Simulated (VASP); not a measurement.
Input of a VASP 6.6.1 run:

The input INCAR:

```
SYSTEM = Rb
PREC     = Accurate       ! precision mode
ENCUT    = 500            ! plane-wave cutoff, eV
EDIFF    = 1E-6           ! SCF threshold, eV
ISMEAR   = -1             ! smearing method
SIGMA    = 0.0816         ! smearing width, eV
LREAL    = .False.        ! projectors in reciprocal space
LASPH    = .True.         ! aspherical terms in the spheres
NELM     = 120            ! most SCF steps
ALGO     = Normal         ! electronic algorithm
ISIF     = 2              ! what is computed and relaxed
LWAVE    = .False.        ! write WAVECAR
LCHARG   = .False.        ! write CHGCAR
GGA      = PE             ! functional
NBANDS   = 16             ! bands
GGA_COMPAT= .False.
```

KPOINTS

```
Automatic mesh
0
Gamma
  5 5 5
  0 0 0
```

The input POSCAR:

```
Rb
1.0
    5.6718008064      0.0000000000      0.0000000000
    0.0000000000      5.6718008064      0.0000000000
    0.0000000000      0.0000000000      5.6718008064
Rb
2
Direct
    0.0000000000      0.0000000000      0.0000000000
    0.5000000000      0.5000000000      0.5000000000
```

Potentials or basis: VASP PAW PBE potentials, release 64 (Rb_sv).

Run with:

```console
$ cat potpaw_PBE.64/Rb_sv/POTCAR > POTCAR
$ mpirun -np 1 vasp_std > vasp.out
```

**Question.** What does it give for the pressure?

**Answer.** 0.0 GPa.

**Question.** Predict the band gap on the k mesh.

**Answer.** Zero (bands 9 and 10 overlap by 0.54 eV).
